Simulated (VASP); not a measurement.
# Cr (P6_3/mmc) in VASP: notebook, part 3 of 3

VASP 6.6.1.

### Step 5. Single point, LDA, collinear spin, antiferromagnetic start

INCAR reads:

```
SYSTEM = Cr
PREC = Accurate
ENCUT = 520
EDIFF = 1E-7
ISMEAR = -1
SIGMA = 0.03
LREAL = .FALSE.
LASPH = .TRUE.
NELM = 150
ALGO = Normal
ISIF = 2
LWAVE = .FALSE.
LCHARG = .TRUE.
ISPIN = 2
MAGMOM = 3 -3 3 -3
LORBIT = 11
LMAXMIX = 4
LELF = .TRUE.
LVHAR = .TRUE.
NBANDS = 36
```

KPOINTS reads:

```
Automatic mesh
0
G
  11 11 3
  0 0 0
```

POSCAR reads:

```
Cr
1.0
    2.7140000000      0.0000000000      0.0000000000
    1.3570000000      2.3503929459      0.0000000000
    0.0000000000      0.0000000000      8.8200000000
Cr
4
Direct
    0.6666666666      0.6666666667      0.1250000000
    0.6666666666      0.6666666667      0.6250000000
    0.3333333334      0.3333333333      0.3750000000
    0.3333333334      0.3333333333      0.8750000000
```

Potentials or basis: VASP PAW LDA potentials, release 64 (Cr_pv).

Started as:

```console
$ cat potpaw_LDA.64/Cr_pv/POTCAR > POTCAR
$ mpirun -np 1 vasp_std > vasp.out
```

OUTCAR:

```text
SYSTEM = Cr
   PREC = Accurate
   ENCUT = 520
   EDIFF = 1E-7
   ISMEAR = -1
   LREAL = .FALSE.
   LASPH = .TRUE.
   NELM = 150
   ISIF = 2
   ISPIN = 2
   LORBIT = 11

 ion  position               nearest neighbor table
   1  0.667  0.667  0.125-   3 2.71   4 2.71   3 2.71   4 2.71   3 2.71   4 2.71
   2  0.667  0.667  0.625-   3 2.71   4 2.71   3 2.71   4 2.71   3 2.71   4 2.71
   3  0.333  0.333  0.375-   1 2.71   2 2.71   1 2.71   2 2.71   1 2.71   2 2.71
   4  0.333  0.333  0.875-   1 2.71   2 2.71   1 2.71   2 2.71   1 2.71   2 2.71

  LATTYP: Found a hexagonal cell.
 ALAT       =     2.7140000000
 C/A-ratio  =     3.2498157701

  Lattice vectors:

 A1 = (  -1.3570000000,  -2.3503929459,   0.0000000000)
 A2 = (   2.7140000000,   0.0000000000,   0.0000000000)
 A3 = (   0.0000000000,   0.0000000000,   8.8200000000)

Analysis of symmetry for initial positions (statically):
=====================================================================
 Subroutine PRICEL returns following result:

  LATTYP: Found a hexagonal cell.
 ALAT       =     2.7140000000
 C/A-ratio  =     1.6249078850
[... 12 lines left out ...]
 Subroutine GETGRP returns: Found 24 space group operations
 (whereof 12 operations were pure point group operations)
 out of a pool of 24 trial point group operations.

The static configuration has the point symmetry D_3d.
 The point group associated with its full space group is D_6h.

Analysis of symmetry for dynamics (positions and initial velocities):
=====================================================================
 Subroutine PRICEL returns following result:

  LATTYP: Found a hexagonal cell.
 ALAT       =     2.7140000000
 C/A-ratio  =     1.6249078850
[... 12 lines left out ...]
 Subroutine GETGRP returns: Found 24 space group operations
 (whereof 12 operations were pure point group operations)
 out of a pool of 24 trial point group operations.

The dynamic configuration has the point symmetry D_3d.
 The point group associated with its full space group is D_6h.

Analysis of structural, dynamic, and magnetic symmetry:
=====================================================================
 Subroutine PRICEL returns following result:

  LATTYP: Found a hexagonal cell.
 ALAT       =     2.7140000000
 C/A-ratio  =     1.6249078850
[... 12 lines left out ...]
 Subroutine GETGRP returns: Found 12 space group operations
 (whereof 12 operations were pure point group operations)
 out of a pool of 24 trial point group operations.

The overall configuration has the point symmetry D_3d.

 Subroutine INISYM returns: Found 12 space group operations
 (whereof 12 operations are pure point group operations),
 and found     2 'primitive' translations

----------------------------------------------------------------------------------------

                                     Primitive cell

  volume of cell :      28.1312

  direct lattice vectors                    reciprocal lattice vectors
    -1.357000000 -2.350392946  0.000000000     0.000000000 -0.425460773  0.000000000
     2.714000000  0.000000000  0.000000000     0.368459838 -0.212730387  0.000000000
     0.000000000  0.000000000  4.410000000     0.000000000  0.000000000  0.226757370

  length of vectors
     2.714000000  2.714000000  4.410000000     0.425460773  0.425460773  0.226757370

  position of ions in fractional coordinates (direct lattice)
[... 73 lines left out ...]
   ISPIN  =      2    spin polarized calculation?
   LNONCOLLINEAR =      F non collinear calculations
   LSORBIT =      F    spin-orbit coupling
   LASPH  =      T    aspherical Exc in radial PAW
   ENCUT  =  520.0 eV  38.22 Ry    6.18 a.u.   5.05  5.05 16.40*2*pi/ulx,y,z
   NELM   =    150;   NELMIN=  2; NELMDL= -5     # of ELM steps
   EDIFF  = 0.1E-06   stopping-criterion for ELM
   LREAL  =      F    real-space projection
   EDIFFG = 0.1E-05   stopping-criterion for IOM
   NSW    =      0    number of steps for IOM
   IBRION =     -1    ionic relax: 0-MD 1-quasi-New 2-CG
   NFREE  =      0    steps in history (QN), initial steepest desc. (CG)
   ISIF   =      2    stress and relaxation
   ISYM   =      2    0-nonsym 1-usesym 2-fastsym
   POTIM  = 0.5000    time-step for ionic-motion
   TEBEG  =    0.0;   TEEND  =   0.0 temperature during run
   PSTRESS=    0.0 pullay stress
   NELECT =      48.0000    total number of electrons
   NUPDOWN=      -1.0000    fix difference up-down
   EMIN   =  10.00;   EMAX   =-10.00  energy-range for DOS
   EFERMI =   0.00;   METHOD = LEGACY
   ISMEAR =    -1;   SIGMA  =   0.03  broadening in eV -4-tet -1-fermi 0-gaus
   EFERMI_NEDOS =   21; number of points for ismear=-14 and -15
   IALGO  =     38    algorithm
   IMIX   =      4    mixing-type and parameters
     AMIX     =   0.40;   BMIX     =  1.00
     AMIX_MAG =   1.60;   BMIX_MAG =  1.00
  volume/ion in A,a.u.               =      14.07        94.92
  Fermi-wavevector in a.u.,A,eV,Ry     =   1.552681  2.934142 32.801180  2.410819
  Thomas-Fermi vector in A             =   2.657021
   LORBIT       =     11    0 simple, 1 ext, 2 COOP (PROOUT), +10 PAW based schemes
   GGA     = CA    functional components
   LHFCALC =     F    Hartree Fock is set to
   AEXX    =    0.0000 exact exchange contribution
   IVDW    =     0    specifies the selected vdW correction
   LEPSILON=     F    determine dielectric tensor
   LRPA    =     F    only Hartree local field effects (RPA)
 spin polarized calculation
  energy-cutoff  :      520.00
  volume of cell :       56.26
 maximum number of plane-waves:      1531
   NGX = 11   NGY = 11   NGZ = 33

 number of electron      48.0000009 magnetization      -0.0000000

 number of electron      48.0000009 magnetization       0.0000000

 Free energy of the ion-electron system (eV)
  ---------------------------------------------------
  ext. energy  EPLUGINS =         0.00000000
  ---------------------------------------------------
  free energy    TOTEN  =       -38.90184880 eV

  energy without entropy =      -38.86666305  energy(sigma->0) =      -38.88425593

 E-fermi :   8.0452     XC(G=0): -12.8672

 val. band max:        8.0449795072   @ k =   0.3636   0.1818   0.3333
 cond. band min:       8.0502979942   @ k =   0.1818   0.0909   0.3333
 fundamental gap:      0.0053184869
 Fermi energy:         8.0451901805

 spin component 1

 k-point     1 :       0.0000    0.0000    0.0000
  band No.  band energies     occupation
      1     -34.6624      1.00000
      2     -34.4137      1.00000
      3     -34.4137      1.00000
      4     -34.2543      1.00000
      5     -34.2543      1.00000
      6     -34.2200      1.00000
[... 925 lines left out ...]
     35      11.6982      0.00000
     36      13.4961      0.00000

 [... further k-points ...]

 spin component 2

 k-point     1 :       0.0000    0.0000    0.0000
  band No.  band energies     occupation
      1     -34.6624      1.00000
      2     -34.4137      1.00000
      3     -34.4137      1.00000
      4     -34.2543      1.00000
      5     -34.2543      1.00000
      6     -34.2200      1.00000
[... 925 lines left out ...]
     35      11.6982      0.00000
     36      13.5028      0.00000

 [... further k-points ...]
[... 5 lines left out ...]
  --------------------------------------------------------------------------------------
  -------------------------------------------------------------------------------------
  Total      -14.8023905    -14.8023905    -11.6594029      0.0000000     -0.0000000     -0.0000000
  in kB     -421.5251924   -421.5251924   -332.0228619      0.0000000     -0.0000000     -0.0000000
  external PRESSURE =    -391.6910822 kB  Pullay stress =       0.0000000 kB

 VOLUME and BASIS-vectors are now :
 -----------------------------------------------------------------------------
  energy-cutoff  :      520.00
  volume of cell :       56.26
      direct lattice vectors                 reciprocal lattice vectors
     2.714000000  0.000000000  0.000000000     0.368459838 -0.212730387  0.000000000
     1.357000000  2.350392946  0.000000000     0.000000000  0.425460773  0.000000000
     0.000000000  0.000000000  8.820000000     0.000000000  0.000000000  0.113378685

 POSITION                                       TOTAL-FORCE (eV/Angst)
 -----------------------------------------------------------------------------------
      2.71400      1.56693      1.10250         0.000000      0.000000      0.000002
      2.71400      1.56693      5.51250         0.000000      0.000000      0.000002
      1.35700      0.78346      3.30750        -0.000000     -0.000000     -0.000002
      1.35700      0.78346      7.71750         0.000000     -0.000000     -0.000002
 -----------------------------------------------------------------------------------
    total drift:                               -0.000000     -0.000000      0.000000

  FREE ENERGIE OF THE ION-ELECTRON SYSTEM (eV)
  ---------------------------------------------------
  free  energy   TOTEN  =       -38.9018488015 eV

  energy  without entropy=      -38.8666630543  energy(sigma->0) =      -38.88425593

 total charge

# of ion       s       p       d       tot
------------------------------------------
    1        0.377   6.271   4.081  10.729
    2        0.377   6.271   4.081  10.729
    3        0.377   6.271   4.081  10.729
    4        0.377   6.271   4.081  10.729
--------------------------------------------------
tot          1.508  25.085  16.324  42.917

 magnetization (x)

# of ion       s       p       d       tot
------------------------------------------
    1       -0.000  -0.000  -0.000  -0.000
    2        0.000   0.000   0.000   0.000
    3       -0.000  -0.000  -0.000  -0.000
    4        0.000   0.000   0.000   0.000
--------------------------------------------------
tot          0.000   0.000   0.000   0.000
```

OSZICAR:

```text
N       E                     dE             d eps       ncg     rms          rms(c)
DAV:   1     0.603633244488E+03    0.60363E+03   -0.26973E+04  6096   0.162E+03
DAV:   2    -0.130123864858E+02   -0.61665E+03   -0.59380E+03  6084   0.500E+02
DAV:   3    -0.427752921122E+02   -0.29763E+02   -0.27652E+02  6608   0.130E+02
DAV:   4    -0.434179483677E+02   -0.64266E+00   -0.63593E+00  6348   0.184E+01
[... 15 lines left out ...]
DAV:  20    -0.389018482966E+02   -0.35907E-05   -0.67425E-05  8716   0.574E-02    0.402E-03
DAV:  21    -0.389018484637E+02   -0.16716E-06   -0.24387E-05  9692   0.364E-02    0.197E-03
DAV:  22    -0.389018487379E+02   -0.27416E-06   -0.23648E-06  6472   0.171E-02    0.138E-03
DAV:  23    -0.389018487941E+02   -0.56257E-07   -0.29183E-06  6996   0.165E-02    0.401E-04
DAV:  24    -0.389018488015E+02   -0.73924E-08   -0.93892E-08  3692   0.291E-03
   1 F= -.38901849E+02 E0= -.38884256E+02  d E =-.351857E-01  mag=    -0.0000
```

stdout:

```text
POSCAR found type information on POSCAR Cr
 POSCAR found :  1 types and       4 ions
 scaLAPACK will be used
 LDA part: xc-table for (Slater(with rela. corr.)+CA(PZ))
 , standard interpolation
 POSCAR, INCAR and KPOINTS ok, starting setup
 FFT: planning ... GRIDC
 FFT: planning ... GRID_SOFT
 FFT: planning ... GRID
 WAVECAR not read
 entering main loop
```

Wall time 7.7 min (1 thread of AMD EPYC 7R13, shared host); peak memory 0.21 GiB.

What came out:

```yaml
Free_energy: -38.9018 eV
Pressure: -39.2 GPa
Band_gap_on_the_k_mesh: zero (filled and empty bands overlap)
Net_moment: 0.00 μB per cell
Valence_electrons_inside_the_program's_atomic_spheres: Cr 10.73
```

Stress tensor (GPa, compression positive):
```
-42.15   0.00   0.00
  0.00 -42.15   0.00
  0.00   0.00 -33.20
```

Levels at points of the mesh, in eV from the Fermi level:
Spin up:
```
           k point  band 22  band 23  band 24  band 25  band 26  band 27
(0.00, 0.00, 0.00)    -0.37    -0.33    -0.31    -0.31     0.07     0.07
```
Spin down:
| k point | band 20 | band 21 | band 22 | band 23 | band 24 | band 25 | band 26 | band 27 | band 28 | band 29 |
| --- | --- | --- | --- | --- | --- | --- | --- | --- | --- | --- |
| (0.00, 0.00, 0.00) | -0.37 | -0.37 | -0.37 | -0.33 | -0.31 | -0.31 | 0.07 | 0.07 | 0.52 | 0.52 |

Caveat: the cell stands under tension.
